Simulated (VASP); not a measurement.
The system is Co.

```
Co
1.0
     2.50000    0.00000    0.00000
    -1.25000    2.16506    0.00000
     0.00000    0.00000    4.00000
Co
2
Direct
  0.33333 0.66667 0.25000
  0.66667 0.33333 0.75000
```

Program: VASP 6.6.1. Alike in all runs: task single point; level PBE; potentials or basis VASP PAW PBE potentials, release 64 (Co); cell as given; k mesh 5 × 5 × 3; cutoff (eV) 600; smearing fermi-dirac 0.05 eV.

Task: Order these runs on this cell by their pressure, lowest first.
A. spin collinear, ferromagnetic start
B. spin off
C. spin collinear, antiferromagnetic start

Result: B (-10.1 GPa), C (-5.7 GPa), A (2.3 GPa).

Caveats: all runs use coarse meshes.
